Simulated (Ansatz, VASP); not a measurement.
**Os: VASP beside Ansatz**

INCAR

```
SYSTEM = Os
PREC = Accurate ; ENCUT = 600
EDIFF = 1E-6 ; ISMEAR = -1
SIGMA = 0.1 ; LREAL = .FALSE.
LASPH = .TRUE. ; NELM = 120
ALGO = Normal ; ISIF = 2
LWAVE = .FALSE. ; LCHARG = .FALSE.
GGA = PE ; NBANDS = 10
GGA_COMPAT = .FALSE.
```

File KPOINTS:

```
regular mesh
0
G
  15 15 15
  0 0 0
```

File POSCAR:

```
Os
1.0
    0.0000000000      1.9483492200      1.9483492200
    1.9483492200      0.0000000000      1.9483492200
    1.9483492200      1.9483492200      0.0000000000
Os
1
Direct
    0.0000000000      0.0000000000      0.0000000000
```

Input for Ansatz:

```yaml
crystal:
  lattice:
    - [0.0, 1.94834922, 1.94834922]
    - [1.94834922, 0.0, 1.94834922]
    - [1.94834922, 1.94834922, 0.0]
  atoms:
    - { symbol: Os, position: [0.0, 0.0, 0.0] }
  symmetry: { tolerance: 0.0003 }
kpoints:
  mp_grid: { grid: [15, 15, 15], shift: [0, 0, 0] }
  band_path:
    path:
      - [0.0, 0.0, 0.0]
      - [0.5, 0.0, 0.5]
      - [0.625, 0.25, 0.625]
      - [0.375, 0.375, 0.75]
      - [0.0, 0.0, 0.0]
      - [0.5, 0.5, 0.5]
      - [0.5, 0.25, 0.75]
      - [0.5, 0.0, 0.5]
    npoints: 8
magnetization:
  spin_polarized: false
scf:
  occupations: { method: fermi_dirac }
  lower_state_search: "off"
  max_iter: 200
hamiltonian:
  pseudopotentials: { kind: paw }
  xc: pbe
basis:
  ecutwfc: 420
  fft_grid_basis: typed
output:
  forces: true
  stress: true
  eigenvalues: true
  bader: true
  populations: true
  elf: true
  write_potential: true
  volumetric_format: npy
  dos:
    e_range: [-12, 8]
    de: 0.05
    projected: { site_lists: { Os: [Os] } }
checkpoint:
  read: saved_state
```

Alike in both runs: task single point; functional PBE; k mesh 15 × 15 × 15; no spin polarisation.

|  | VASP | Ansatz |
| --- | --- | --- |
| version | VASP 6.6.1 | Ansatz 0.2.0 |
| potentials or method | VASP PAW PBE potentials, release 64 (Os), cutoff 600 eV | PAW plane waves |
| occupations | fermi-dirac, width 0.1 eV | fermi-dirac |
| valence electrons in the cell | 8 | 16 |

VASP gave:

```
pressure (GPa) : -11.6
```

Estimate Ansatz's values.

pressure (GPa): -11.4.

VASP's potentials hold 8 valence electrons a cell and Ansatz's 16, so a difference there can come from the potentials and not from the codes.

Neither program's run includes spin-orbit coupling.
